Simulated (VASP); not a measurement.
# PtSe2 (P-3m1) in VASP: single point with PBE+D3(BJ)

Aim: the single point of PtSe2 with PBE+D3(BJ).

Program: VASP 6.6.1. These are calculated values, not measurements. Logs are shortened: lines on timing, memory, paths and dates and some standing lists are left out, and cuts for length are marked.

## 1. The cell of the first run

It takes space group P-3m1 (No. 164, trigonal). Conventional cell: a = 3.724 Å, b = 3.724 Å, c = 5.062 Å, α = 90.00°, β = 90.00°, γ = 120.00°. Pt (site symmetry -3m) has 6 Se at 2.49 Å within 3.3 Å. Se (site symmetry 3m) has 3 Pt at 2.49 Å within 3.3 Å.

## 2. Single point, PBE+D3(BJ)

Contents of INCAR:

```
SYSTEM = PtSe2
ALGO = Normal
EDIFF = 1E-6
ENCUT = 520
GGA = PE
ISIF = 2
ISMEAR = 0
IVDW = 12
LASPH = .TRUE.
LCHARG = .FALSE.
LREAL = .FALSE.
LWAVE = .FALSE.
NBANDS = 18
NELM = 80
PREC = Accurate
SIGMA = 0.15
```

Contents of KPOINTS:

```
k-points
0
G
  12 12 10
  0 0 0
```

Contents of POSCAR:

```
PtSe2
1.0
    3.7240006046      0.0000000000      0.0000000000
   -1.8620003023      3.2250791273      0.0000000000
    0.0000000000      0.0000000000      5.0620000000
Pt Se
1 2
Direct
    0.0000000000      0.0000000000      0.0000000000
    0.3333333333      0.6666666667      0.2500000000
    0.6666666667      0.3333333333      0.7500000000
```

Potentials or basis: VASP PAW PBE potentials, release 64 (Pt, Se).

Launch:

```bash
> cat potpaw_PBE.64/Pt/POTCAR potpaw_PBE.64/Se/POTCAR > POTCAR
> mpirun -np 1 vasp_std > vasp.out
```

OUTCAR:

```text
SYSTEM = PtSe2
   EDIFF = 1E-6
   ENCUT = 520
   GGA = PE
   ISIF = 2
   ISMEAR = 0
   IVDW = 12
   LASPH = .TRUE.
   LREAL = .FALSE.
   NELM = 80
   PREC = Accurate
 IVDW          = 12

 ion  position               nearest neighbor table
   1  0.000  0.000  0.000-   2 2.49   3 2.49   3 2.49   2 2.49   3 2.49   2 2.49
   2  0.333  0.667  0.250-   1 2.49   1 2.49   1 2.49
   3  0.667  0.333  0.750-   1 2.49   1 2.49   1 2.49

  LATTYP: Found a hexagonal cell.
 ALAT       =     3.7240006046
 C/A-ratio  =     1.3592908642

  Lattice vectors:

 A1 = (   3.7240006046,   0.0000000000,   0.0000000000)
 A2 = (  -1.8620003023,   3.2250791273,   0.0000000000)
 A3 = (   0.0000000000,   0.0000000000,   5.0620000000)

Analysis of symmetry for initial positions (statically):
=====================================================================
 Subroutine PRICEL returns:
 Original cell was already a primitive cell.

 Routine SETGRP: Setting up the symmetry group for a
 hexagonal supercell.

 Subroutine GETGRP returns: Found 12 space group operations
 (whereof 12 operations were pure point group operations)
 out of a pool of 24 trial point group operations.

The static configuration has the point symmetry D_3d.

Analysis of symmetry for dynamics (positions and initial velocities):
=====================================================================
 Subroutine PRICEL returns:
 Original cell was already a primitive cell.

 Routine SETGRP: Setting up the symmetry group for a
 hexagonal supercell.

 Subroutine GETGRP returns: Found 12 space group operations
 (whereof 12 operations were pure point group operations)
 out of a pool of 24 trial point group operations.

The dynamic configuration has the point symmetry D_3d.

 Subroutine INISYM returns: Found 12 space group operations
 (whereof 12 operations are pure point group operations),
 and found     1 'primitive' translations

----------------------------------------------------------------------------------------

                                     Primitive cell

  volume of cell :      60.7956

  direct lattice vectors                    reciprocal lattice vectors
     3.724000605  0.000000000  0.000000000     0.268528420  0.155034956  0.000000000
    -1.862000302  3.225079127  0.000000000     0.000000000  0.310069912  0.000000000
     0.000000000  0.000000000  5.062000000     0.000000000  0.000000000  0.197550375

  length of vectors
     3.724000605  3.724000605  5.062000000     0.310069912  0.310069912  0.197550375
[... 83 lines left out ...]
   EDIFF  = 0.1E-05   stopping-criterion for ELM
   LREAL  =      F    real-space projection
   EDIFFG = 0.1E-04   stopping-criterion for IOM
   NSW    =      0    number of steps for IOM
   IBRION =     -1    ionic relax: 0-MD 1-quasi-New 2-CG
   NFREE  =      0    steps in history (QN), initial steepest desc. (CG)
   ISIF   =      2    stress and relaxation
   ISYM   =      2    0-nonsym 1-usesym 2-fastsym
   POTIM  = 0.5000    time-step for ionic-motion
   TEBEG  =    0.0;   TEEND  =   0.0 temperature during run
   PSTRESS=    0.0 pullay stress
   NELECT =      22.0000    total number of electrons
   NUPDOWN=      -1.0000    fix difference up-down
   EMIN   =  10.00;   EMAX   =-10.00  energy-range for DOS
   EFERMI =   0.00;   METHOD = LEGACY
   ISMEAR =     0;   SIGMA  =   0.15  broadening in eV -4-tet -1-fermi 0-gaus
   EFERMI_NEDOS =   21; number of points for ismear=-14 and -15
   IALGO  =     38    algorithm
   IMIX   =      4    mixing-type and parameters
     AMIX     =   0.40;   BMIX     =  1.00
     AMIX_MAG =   1.60;   BMIX_MAG =  1.00
  volume/ion in A,a.u.               =      20.27       136.76
  Fermi-wavevector in a.u.,A,eV,Ry     =   1.166608  2.204570 18.517180  1.360974
  Thomas-Fermi vector in A             =   2.303119
   LORBIT       =      0    0 simple, 1 ext, 2 COOP (PROOUT), +10 PAW based schemes
   GGA     = PE    functional components
   LHFCALC =     F    Hartree Fock is set to
   AEXX    =    0.0000 exact exchange contribution
   IVDW    =    12    specifies the selected vdW correction
   LEPSILON=     F    determine dielectric tensor
   LRPA    =     F    only Hartree local field effects (RPA)
 non-spin polarized calculation
 Gauss-broadening in eV      SIGMA  =   0.15
  energy-cutoff  :      520.00
  volume of cell :       60.80
 maximum number of plane-waves:      1654
   NGX = 13   NGY = 13   NGZ = 19

 number of electron      21.9999999 magnetization

 Free energy of the ion-electron system (eV)
  ---------------------------------------------------
  ext. energy  EPLUGINS =         0.00000000
  ---------------------------------------------------
  free energy    TOTEN  =       -14.18923956 eV

  energy without entropy =      -14.18243398  energy(sigma->0) =      -14.18583677

 E-fermi :   6.5489     XC(G=0): -10.6331

 val. band max:        6.5218475743   @ k =   0.0833   0.0000   0.1000
 cond. band min:       6.5586835297   @ k =   0.3333   0.3333   0.0000
 fundamental gap:      0.0368359554
 Fermi energy:         6.5488550187

 k-point     1 :       0.0000    0.0000    0.0000
  band No.  band energies     occupation
      1      -9.1801      2.00000
      2      -6.3564      2.00000
      3      -0.6646      2.00000
      4       0.0431      2.00000
      5       0.0431      2.00000
      6       2.5043      2.00000
[... 481 lines left out ...]
      5       0.4143      2.00000
      6       1.9386      2.00000
[... 10 lines left out ...]
     17      15.0769      0.00000
     18      15.2512      0.00000

 [... further k-points ...]

------------------------ aborting loop because EDIFF is reached ----------------------------------------

 Edisp (eV)   -1.43094

 E8    (eV) :    -0.6140

  FORCE on cell =-STRESS in cart. coord.  units (eV):
  Direction    XX          YY          ZZ          XY          YZ          ZX
  --------------------------------------------------------------------------------------
  -------------------------------------------------------------------------------------
  Total       1.58087     1.58087     0.78750     0.00000     0.00000     0.00000
  in kB      41.66157    41.66157    20.75343     0.00000     0.00000     0.00000
  external pressure =       34.69 kB  Pullay stress =        0.00 kB

 VOLUME and BASIS-vectors are now :
 -----------------------------------------------------------------------------
  energy-cutoff  :      520.00
  volume of cell :       60.80
      direct lattice vectors                 reciprocal lattice vectors
     3.724000605  0.000000000  0.000000000     0.268528420  0.155034956  0.000000000
    -1.862000302  3.225079127  0.000000000     0.000000000  0.310069912  0.000000000
     0.000000000  0.000000000  5.062000000     0.000000000  0.000000000  0.197550375

 POSITION                                       TOTAL-FORCE (eV/Angst)
 -----------------------------------------------------------------------------------
      0.00000      0.00000      0.00000        -0.000000      0.000000      0.000000
     -0.00000      2.15005      1.26550        -0.000000      0.000000      0.602090
      1.86200      1.07503      3.79650         0.000000     -0.000000     -0.602090
 -----------------------------------------------------------------------------------
    total drift:                               -0.000000     -0.000000     -0.000000

  FREE ENERGIE OF THE ION-ELECTRON SYSTEM (eV)
  ---------------------------------------------------
  free  energy   TOTEN  =       -15.6201824438 eV

  energy  without entropy=      -15.6133768681  energy(sigma->0) =      -15.61677966
```

OSZICAR:

```text
N       E                     dE             d eps       ncg     rms          rms(c)
DAV:   1     0.111973065019E+03    0.11197E+03   -0.10118E+04  5880   0.108E+03
DAV:   2    -0.978703052916E+01   -0.12176E+03   -0.11779E+03  7180   0.212E+02
DAV:   3    -0.149404983882E+02   -0.51535E+01   -0.51130E+01  7030   0.435E+01
DAV:   4    -0.149795309443E+02   -0.39033E-01   -0.39016E-01  7346   0.412E+00
DAV:   5    -0.149799396911E+02   -0.40875E-03   -0.40873E-03  7008   0.408E-01    0.131E+01
DAV:   6    -0.144020076958E+02    0.57793E+00   -0.41119E+00  6072   0.186E+01    0.798E+00
DAV:   7    -0.142087809481E+02    0.19323E+00   -0.79885E-01  6006   0.877E+00    0.400E+00
DAV:   8    -0.141910196924E+02    0.17761E-01   -0.45656E-02  6404   0.159E+00    0.810E-01
DAV:   9    -0.141890368843E+02    0.19828E-02   -0.66317E-03  6590   0.779E-01    0.168E-01
DAV:  10    -0.141892363619E+02   -0.19948E-03   -0.10260E-03  6870   0.208E-01    0.449E-02
DAV:  11    -0.141892378382E+02   -0.14763E-05   -0.45809E-05  7480   0.614E-02    0.252E-02
DAV:  12    -0.141892391091E+02   -0.12709E-05   -0.10055E-05  6274   0.220E-02    0.245E-03
DAV:  13    -0.141892395559E+02   -0.44673E-06   -0.71386E-07  4744   0.554E-03
   1 F= -.15620182E+02 E0= -.15616780E+02  d E =-.680558E-02
```

It took 2.7 min on 1 thread of Intel Xeon Platinum 8375C at 2.90GHz (Ice Lake), shared host; peak memory 0.32 GiB.

What came out:

| Item | Value |
| --- | --- |
| Free energy | -15.6202 eV |
| Pressure | 3.5 GPa |
| Largest force | 0.602 eV/Å |
| Band gap on the k mesh | zero (band 11 reaches 6.94 eV, above the bottom of band 12 at 6.56 eV) |
| Dispersion energy per atom | -0.477 eV |

Forces in eV/Å, atoms in the order of the input:
```
Pt   0.000  0.000  0.000
Se   0.000  0.000  0.602
Se   0.000  0.000 -0.602
```

Caveat: spin-orbit coupling is left out, which moves the levels of the heavy elements; pairwise dispersion overbinds metals, which lowers pressure and volume.
